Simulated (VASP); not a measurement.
Here is a VASP 6.6.1 calculation.

The input INCAR:

```
ALGO = Normal ; EDIFF = 1E-7
EDIFFG = -0.01 ; ENCUT = 600
GGA = PE ; IBRION = 2
ISIF = 3 ; ISMEAR = 0
LASPH = T ; LCHARG = F
LREAL = F ; LWAVE = F
NELM = 100 ; NSW = 100
PREC = Accurate ; SIGMA = 0.1
```

The input KPOINTS:

```
k-points
0
Gamma
  18 18 4
```

POSCAR

```
LiAl4O
1.0
    2.8678672701      0.0000000000      0.0000000000
   -1.4339336351      2.4836459106      0.0000000000
    0.0000000000      0.0000000000     13.4375255874
Li Al O
1 4 1
Direct
    0.0000000000      0.0000000000      0.5302152417
    0.6666666667      0.3333333333      0.7053798544
    0.0000000000      0.0000000000      0.8822786035
    0.0000000000      0.0000000000      0.1902638389
    0.6666666667      0.3333333333      0.3648437486
    0.6666666667      0.3333333333      0.1326227130
```

Potentials or basis: VASP PAW PBE potentials, release 64 (Li_sv, Al, O).

The run is started by

```sh
$ cat potpaw_PBE.64/Li_sv/POTCAR potpaw_PBE.64/Al/POTCAR potpaw_PBE.64/O/POTCAR > POTCAR
$ mpirun -np 1 vasp_std > vasp.out
```

Q: Estimate the space group after relaxing (to 0.1 Å).

A: P3m1 (No. 156).

Q: Predict the band gap on the k mesh.

A: Zero (an odd number of electrons rules out a gap without spin polarisation).

Q: Estimate the relaxed cell.

A: a = 2.884 Å, b = 2.884 Å, c = 13.851 Å, α = 90.00°, β = 90.00°, γ = 120.00°.

Forces on the atoms (eV/Å):
```
Li   0.000  0.000 -0.002
Al   0.000  0.000  0.000
Al   0.000  0.000 -0.003
Al   0.000  0.000  0.007
Al   0.000  0.000  0.003
O    0.000  0.000 -0.005
```

Caveat: an odd number of electrons without spin polarisation forces a metal; a magnetic or distorted state may lie lower.
